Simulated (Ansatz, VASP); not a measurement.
# Two plane-wave programs on TiCl2

File POSCAR:

```
TiCl2
1.0
    3.2774855749     -0.0000002847      0.0000000000
   -1.6387425409      2.8383859107      0.0000000000
    0.0000000000      0.0000000000     29.7377532000
Ti Cl
1 2
Direct
    0.0000000000      0.0000000000      0.2858319505
    0.6666666667      0.3333333333      0.2326158869
    0.6666666667      0.3333333333      0.3390480141
```

The input INCAR.step1:

```
ALGO = Normal
DIPOL = 0.5 0.5 0.286
EDIFF = 1E-4
ENCUT = 520
GGA = PE
IDIPOL = 3
ISMEAR = 0
LASPH = True
LCHARG = False
LDIPOL = True
LREAL = False
LWAVE = True
NBANDS = 20
NELM = 60
PREC = Accurate
SIGMA = 0.02
```

The input INCAR.step2:

```
ALGO = Normal
DIPOL = 0.5 0.5 0.286
EDIFF = 1E-7
ENCUT = 520
IDIPOL = 3
ISIF = 2
ISMEAR = 0
ISTART = 1
LASPH = True
LCHARG = True
LDIPOL = True
LELF = True
LMIXTAU = True
LREAL = False
LVACPOTAV = True
LVHAR = True
LWAVE = False
METAGGA = R2SCAN
NBANDS = 20
NELM = 60
PREC = Accurate
SIGMA = 0.02
```

KPOINTS

```
k-points
0
Gamma
  9 9 1
```

Input for Ansatz:

```yaml
crystal:
  lattice:
    - [3.2774855749, -2.847e-07, 0.0]
    - [-1.6387425409, 2.8383859107, 0.0]
    - [0.0, 0.0, 29.7377532]
  atoms:
    - { symbol: Ti, position: [0.0, 0.0, 0.2858319505] }
    - { symbol: Cl, position: [0.6666666667, 0.3333333333, 0.2326158869] }
    - { symbol: Cl, position: [0.6666666667, 0.3333333333, 0.3390480141] }
  periodic: [true, true, false]
basis:
  ecutwfc: 500
kpoints:
  mp_grid: { grid: [9, 9, 1] }
  band_path:
    path:
      - [0.0, 0.0, 0.0]
      - [0.5, 0.0, 0.0]
      - [0.33333333, 0.33333333, 0.0]
      - [0.0, 0.0, 0.0]
    npoints: 14
hamiltonian:
  xc: r2scan
scf:
  occupations: { method: gaussian, width: 0.02 }
  n_extra_bands: 7
output:
  forces: true
  stress: true
  eigenvalues: true
  populations: true
  dos: { projected: true, de: 0.02, nscf_kmesh: { grid: [14, 14, 1] } }
  bader: true
  write_density: true
  write_potential: true
  elf: true
  volumetric_format: npy
```

Alike in both runs: task single point; functional r2SCAN; k mesh 9 × 9 × 1; occupations gaussian, width 0.02 eV; no spin polarisation.

```csv
,VASP,Ansatz
version,VASP 6.6.1,Ansatz 0.2.0
potentials or method,"VASP PAW PBE potentials, release 64 (Ti_sv, Cl), cutoff 520 eV","scalar-relativistic, plane waves, PAW"
valence electrons in the cell,26,26
```

Ansatz gave:

| Property | Result |
| --- | --- |
| gap on the k mesh at the Fermi level (eV) | 1.04 |
| least direct gap on the mesh (eV) | 1.23 |
| rms of the force components (eV/Å) | 0.034 |

**Question.** Which values does VASP return?

**Answer.** gap on the k mesh at the Fermi level (eV): 1.05; least direct gap on the mesh (eV): 1.24; rms of the force components (eV/Å): 0.011.

VASP's potentials were made for PBE, not for r2SCAN. Atom by atom the forces differ by 0.024 eV/Å (rms over components). Ansatz's warnings: xc potential rough in thin density.
